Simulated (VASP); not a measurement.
# W (Fm-3m) in VASP: further runs

The runs below take W through relaxation of cell and atoms, with PBE+D3(BJ), revPBE+D3(BJ).

Program: VASP 6.6.1. These are calculated values, not measurements. Logs are shortened: lines on timing, memory, paths and dates and some standing lists are left out, and cuts for length are marked.

## (1) The cell of the first run

Symmetry: Fm-3m, No. 225, cubic system. The conventional cell has a = 4.060 Å, b = 4.060 Å, c = 4.060 Å, α = 90.00°, β = 90.00°, γ = 90.00°. W (site symmetry m-3m) has 12 W at 2.87 Å within 3.8 Å.

## (2) Relaxation of cell and atoms, PBE+D3(BJ)

Input file INCAR:

```
SYSTEM = W
  PREC = Accurate
  ENCUT = 500
  EDIFF = 1E-7
  ISMEAR = 0
  SIGMA = 0.1
  LREAL = .False.
  LASPH = .True.
  NELM = 120
  ALGO = Normal
  ISIF = 3
  LWAVE = .False.
  LCHARG = .False.
  GGA = PE
  IVDW = 12
  IBRION = 2
  NSW = 80
  EDIFFG = -0.01
  GGA_COMPAT = .False.
  NELMIN = 4
```

Input file KPOINTS:

```
Automatic mesh
0
Gamma
  11 11 11
  0 0 0
```

Input file POSCAR:

```
W
1.0
    0.0000000000      2.0300000000      2.0300000000
    2.0300000000      0.0000000000      2.0300000000
    2.0300000000      2.0300000000      0.0000000000
W
1
Direct
    0.0000000000      0.0000000000      0.0000000000
```

Potentials or basis: VASP PAW PBE potentials, release 64 (W_sv).

Command:

```console
cat potpaw_PBE.64/W_sv/POTCAR > POTCAR
mpirun -np 1 vasp_std > vasp.out
```

OUTCAR:

```text
SYSTEM = W
   PREC = Accurate
   ENCUT = 500
   EDIFF = 1E-7
   ISMEAR = 0
   LREAL = .False.
   LASPH = .True.
   NELM = 120
   ISIF = 3
   GGA = PE
   IVDW = 12
   IBRION = 2
   NSW = 80
   EDIFFG = -0.01
   NELMIN = 4
 IVDW          = 12

 ion  position               nearest neighbor table
   1  0.000  0.000  0.000-

  LATTYP: Found a face centered cubic cell.
 ALAT       =     4.0600000000

  Lattice vectors:

 A1 = (   0.0000000000,   2.0300000000,   2.0300000000)
 A2 = (   2.0300000000,   0.0000000000,   2.0300000000)
 A3 = (   2.0300000000,   2.0300000000,   0.0000000000)

Analysis of symmetry for initial positions (statically):
=====================================================================
 Subroutine PRICEL returns:
 Original cell was already a primitive cell.

 Routine SETGRP: Setting up the symmetry group for a
 face centered cubic supercell.

 Subroutine GETGRP returns: Found 48 space group operations
[... 9 lines left out ...]

 Routine SETGRP: Setting up the symmetry group for a
 face centered cubic supercell.

 Subroutine GETGRP returns: Found 48 space group operations
[... 11 lines left out ...]
                                     Primitive cell

  volume of cell :      16.7309

  direct lattice vectors                    reciprocal lattice vectors
     0.000000000  2.030000000  2.030000000    -0.246305419  0.246305419  0.246305419
     2.030000000  0.000000000  2.030000000     0.246305419 -0.246305419  0.246305419
     2.030000000  2.030000000  0.000000000     0.246305419  0.246305419 -0.246305419

  length of vectors
     2.870853532  2.870853532  2.870853532     0.426613499  0.426613499  0.426613499

  position of ions in fractional coordinates (direct lattice)
     0.000000000  0.000000000  0.000000000

  ion indices of the primitive-cell ions
   primitive index   ion index
                 1           1

----------------------------------------------------------------------------------------

 KPOINTS: Automatic mesh

Automatic generation of k-mesh.
 Grid dimensions read from file:
 generate k-points for:   11   11   11

 Generating k-lattice:

  Cartesian coordinates                     Fractional coordinates (reciprocal lattice)
    -0.022391402  0.022391402  0.022391402     0.090909091  0.000000000  0.000000000
     0.022391402 -0.022391402  0.022391402     0.000000000  0.090909091  0.000000000
     0.022391402  0.022391402 -0.022391402     0.000000000  0.000000000  0.090909091

  Length of vectors
     0.038783045  0.038783045  0.038783045

[... 44 lines left out ...]
   PREC   = accura    normal or accurate (medium, high low for compatibility)
   ISTART =      0    job   : 0-new  1-cont  2-samecut
   ICHARG =      2    charge: 1-file 2-atom 10-const
   ISPIN  =      1    spin polarized calculation?
   LNONCOLLINEAR =      F non collinear calculations
   LSORBIT =      F    spin-orbit coupling
   LASPH  =      T    aspherical Exc in radial PAW
   ENCUT  =  500.0 eV  36.75 Ry    6.06 a.u.   5.23  5.23  5.23*2*pi/ulx,y,z
   NELM   =    120;   NELMIN=  4; NELMDL= -5     # of ELM steps
   EDIFF  = 0.1E-06   stopping-criterion for ELM
   LREAL  =      F    real-space projection
   EDIFFG = -.1E-01   stopping-criterion for IOM
   NSW    =     80    number of steps for IOM
   IBRION =      2    ionic relax: 0-MD 1-quasi-New 2-CG
   NFREE  =      1    steps in history (QN), initial steepest desc. (CG)
   ISIF   =      3    stress and relaxation
   ISYM   =      2    0-nonsym 1-usesym 2-fastsym
   POTIM  = 0.5000    time-step for ionic-motion
   TEBEG  =    0.0;   TEEND  =   0.0 temperature during run
   PSTRESS=    0.0 pullay stress
   NELECT =      14.0000    total number of electrons
   NUPDOWN=      -1.0000    fix difference up-down
   EMIN   =  10.00;   EMAX   =-10.00  energy-range for DOS
   EFERMI =   0.00;   METHOD = LEGACY
   ISMEAR =     0;   SIGMA  =   0.10  broadening in eV -4-tet -1-fermi 0-gaus
   EFERMI_NEDOS =   21; number of points for ismear=-14 and -15
   IALGO  =     38    algorithm
   IMIX   =      4    mixing-type and parameters
     AMIX     =   0.40;   BMIX     =  1.00
     AMIX_MAG =   1.60;   BMIX_MAG =  1.00
  volume/ion in A,a.u.               =      16.73       112.91
  Fermi-wavevector in a.u.,A,eV,Ry     =   1.542688  2.915258 32.380324  2.379887
  Thomas-Fermi vector in A             =   2.648457
   LORBIT       =      0    0 simple, 1 ext, 2 COOP (PROOUT), +10 PAW based schemes
   GGA     = PE    functional components
   LHFCALC =     F    Hartree Fock is set to
   AEXX    =    0.0000 exact exchange contribution
   IVDW    =    12    specifies the selected vdW correction
   LEPSILON=     F    determine dielectric tensor
   LRPA    =     F    only Hartree local field effects (RPA)
 conjugate gradient relaxation of ions
 non-spin polarized calculation
 Gauss-broadening in eV      SIGMA  =   0.10
  energy-cutoff  :      500.00
  volume of cell :       16.73
 maximum number of plane-waves:       440
 NGX is ok and might be reduce to    24
   NGX = 11   NGY = 11   NGZ = 11

--------------------------------------- Ionic step        1  -------------------------------------------

 number of electron      14.0000002 magnetization

 Free energy of the ion-electron system (eV)
  ---------------------------------------------------
  ext. energy  EPLUGINS =         0.00000000
  ---------------------------------------------------
  free energy    TOTEN  =       -12.47992213 eV

  energy without entropy =      -12.47490813  energy(sigma->0) =      -12.47741513

------------------------ aborting loop because EDIFF is reached ----------------------------------------

 Edisp (eV)   -0.65748

 E8    (eV) :    -0.3369
[... 225 lines left out ...]
--------------------------------------- Ionic step        7  -------------------------------------------

 number of electron      14.0000000 magnetization

 Free energy of the ion-electron system (eV)
  ---------------------------------------------------
  ext. energy  EPLUGINS =         0.00000000
  ---------------------------------------------------
  free energy    TOTEN  =       -12.47574618 eV

  energy without entropy =      -12.47115534  energy(sigma->0) =      -12.47345076

 E-fermi :  10.7391     XC(G=0): -13.5437

 val. band max:       10.6947256656   @ k =  -0.2727   0.0909   0.0000
 cond. band min:      10.7619964311   @ k =   0.1818   0.0909   0.0000
 fundamental gap:      0.0672707656
 Fermi energy:        10.7391239425

 k-point     1 :       0.0000    0.0000    0.0000
  band No.  band energies     occupation
      1     -62.8874      2.00000
      2     -26.4922      2.00000
      3     -26.4922      2.00000
      4     -26.4922      2.00000
      5       1.6626      2.00000
      6      10.1719      2.00000
      7      10.1719      2.00000
      8      10.1719      2.00000
      9      13.3833      0.00000
     10      13.3833      0.00000
     11      23.5666      0.00000
[... 309 lines left out ...]
 k-point    24 :      -0.1818    0.1818    0.0000
  band No.  band energies     occupation
      1     -62.8105      2.00000
      2     -27.1789      2.00000
      3     -26.7807      2.00000
      4     -26.5744      2.00000
      5       4.8895      2.00000
      6       8.6043      2.00000
      7      10.0760      2.00000
      8      11.7137      0.00000
      9      11.7852      0.00000
     10      15.3903      0.00000
     11      25.2033      0.00000

 [... further k-points ...]

------------------------ aborting loop because EDIFF is reached ----------------------------------------

 Edisp (eV)   -0.68411

 E8    (eV) :    -0.3506
[... 24 lines left out ...]
  FREE ENERGIE OF THE ION-ELECTRON SYSTEM (eV)
  ---------------------------------------------------
  free  energy   TOTEN  =       -13.1598576374 eV

  energy  without entropy=      -13.1552668005  energy(sigma->0) =      -13.15756222

 reached required accuracy - stopping structural energy minimisation
```

OSZICAR:

```text
N       E                     dE             d eps       ncg     rms          rms(c)
DAV:   1     0.756340481218E+02    0.75634E+02   -0.78758E+03  1232   0.141E+03
DAV:   2    -0.115562340135E+02   -0.87190E+02   -0.84552E+02  1331   0.325E+02
[... 59 lines left out ...]
       N       E                     dE             d eps       ncg     rms          rms(c)
DAV:   1    -0.124759278637E+02    0.62245E-03   -0.43235E-03  1268   0.104E+00    0.170E-01
DAV:   2    -0.124757713438E+02    0.15652E-03   -0.23185E-04  1274   0.207E-01    0.395E-02
DAV:   3    -0.124757446023E+02    0.26742E-04   -0.76530E-05  1289   0.115E-01    0.306E-02
DAV:   4    -0.124757463554E+02   -0.17531E-05   -0.18002E-06  1280   0.181E-02    0.381E-03
DAV:   5    -0.124757462469E+02    0.10846E-06   -0.13834E-07   790   0.498E-03    0.192E-04
DAV:   6    -0.124757461778E+02    0.69136E-07   -0.57631E-09   616   0.111E-03
   7 F= -.13159858E+02 E0= -.13157562E+02  d E =-.220589E-05
```

CONTCAR:

```text
W
   1.00000000000000
    -0.0000000000000000    2.0041261352634052    2.0041261352634052
     2.0041261352634052   -0.0000000000000000    2.0041261352634052
     2.0041261352634052    2.0041261352634052   -0.0000000000000000
  W
     1
Direct
     0.0000000000000000    0.0000000000000000    0.0000000000000000

  0.00000000E+00  0.00000000E+00  0.00000000E+00
```

It took 55 s on 1 thread of Intel Xeon 8259CL, shared host; peak memory 0.16 GiB.

What came out:

```yaml
Free_energy: -13.1599 eV
Relaxed_volume: 16.10 Å³/atom
Relaxed_cell: a = 2.834 Å, b = 2.834 Å, c = 2.834 Å, α = 60.00°, β = 60.00°, γ = 60.00°
Space_group_after_relaxing_to_0.05_Å: Fm-3m (No. 225)
Energy_gained_by_relaxing: 22.5 meV/atom
Ionic_steps: 7
Pressure_after_relaxing: 0.0 GPa
Band_gap_on_the_k_mesh: zero (band 7 reaches 13.52 eV, above the bottom of band 8 at 10.17 eV)
Dispersion_energy_per_atom: -0.684 eV
```

Step by step:
```csv
step,energy change (eV),largest force (eV/Å),pressure (GPa),volume (Å³)
1,0.0000,0.0000,-10.99,16.73
2,0.2763,0.0000,52.95,14.10
3,-0.0223,0.0000,-0.83,16.14
4,-0.0225,0.0000,-0.11,16.11
5,-0.0225,0.0000,0.12,16.09
6,-0.0224,0.0000,-0.34,16.12
7,-0.0225,0.0000,0.01,16.10
```

Final structure:
```yaml
crystal:
  lattice:
    - [0.00000, 2.00413, 2.00413]
    - [2.00413, 0.00000, 2.00413]
    - [2.00413, 2.00413, 0.00000]
  atoms:
    - { symbol: W, position: [0.00000, 0.00000, 0.00000] }
```

Levels at points of the mesh, in eV from the Fermi level:
| k point | band 4 | band 5 | band 6 | band 7 | band 8 | band 9 | band 10 | band 11 |
| --- | --- | --- | --- | --- | --- | --- | --- | --- |
| (0.00, 0.00, 0.00) | -37.23 | -9.08 | -0.57 | -0.57 | -0.57 | 2.64 | 2.64 | 12.83 |

Caveat: spin-orbit coupling is left out, which moves the levels of the heavy elements; pairwise dispersion overbinds metals, which lowers pressure and volume.

## (3) Relaxation of cell and atoms, revPBE+D3(BJ)

Input file INCAR:

```
  PREC = Accurate
  ENCUT = 500
  EDIFF = 1E-7
  ISMEAR = 0
  SIGMA = 0.1
  LREAL = False
  LASPH = True
  NELM = 120
  ALGO = Normal
  ISIF = 3
  LWAVE = False
  LCHARG = False
  GGA = RE
  IVDW = 12
  IBRION = 2
  NSW = 80
  EDIFFG = -0.01
  GGA_COMPAT = False
  NELMIN = 4
```

Input file KPOINTS:

```
regular mesh
0
Gamma
  11 11 11
```

POSCAR is that of step 2.

Potentials or basis: VASP PAW PBE potentials, release 64 (W_sv).

Command:

```console
cat potpaw_PBE.64/W_sv/POTCAR > POTCAR
mpirun -np 1 vasp_std > vasp.out
```

It took 60 s on 1 thread of Intel Xeon 8259CL, shared host; peak memory 0.16 GiB.

Results (log left out):

```
Free energy                            : -13.2606 eV
Relaxed volume                         : 15.95 Å³/atom
Relaxed cell                           : a = 2.825 Å, b = 2.825 Å, c = 2.825 Å, α = 60.00°, β = 60.00°, γ = 60.00°
Space group after relaxing (to 0.05 Å) : Fm-3m (No. 225)
Energy gained by relaxing              : 35.1 meV/atom
Ionic steps                            : 7
Pressure after relaxing                : 0.0 GPa
Band gap on the k mesh                 : zero (band 7 reaches 13.75 eV, above the bottom of band 8 at 10.36 eV)
Dispersion energy per atom             : -1.242 eV
```

Step by step:
```csv
step,energy change (eV),largest force (eV/Å),pressure (GPa),volume (Å³)
1,0.0000,0.0000,-13.70,16.73
2,0.4479,0.0000,71.95,13.50
3,-0.0348,0.0000,-1.23,16.01
4,-0.0351,0.0000,-0.19,15.96
5,-0.0351,0.0000,0.10,15.94
6,-0.0351,0.0000,-0.29,15.96
7,-0.0351,0.0000,0.01,15.95
```

Final structure:
```yaml
crystal:
  lattice:
    - [0.00000, 1.99774, 1.99774]
    - [1.99774, 0.00000, 1.99774]
    - [1.99774, 1.99774, 0.00000]
  atoms:
    - { symbol: W, position: [0.00000, 0.00000, 0.00000] }
```

Levels at points of the mesh, in eV from the Fermi level:
| k point | band 3 | band 4 | band 5 | band 6 | band 7 | band 8 | band 9 | band 10 | band 11 |
| --- | --- | --- | --- | --- | --- | --- | --- | --- | --- |
| (0.00, 0.00, 0.00) | -37.22 | -37.22 | -9.13 | -0.57 | -0.57 | -0.57 | 2.69 | 2.69 | 12.81 |

Caveat: the PAW data sets were made with another functional, which shifts forces and pressure a little; spin-orbit coupling is left out, which moves the levels of the heavy elements; pairwise dispersion overbinds metals, which lowers pressure and volume.
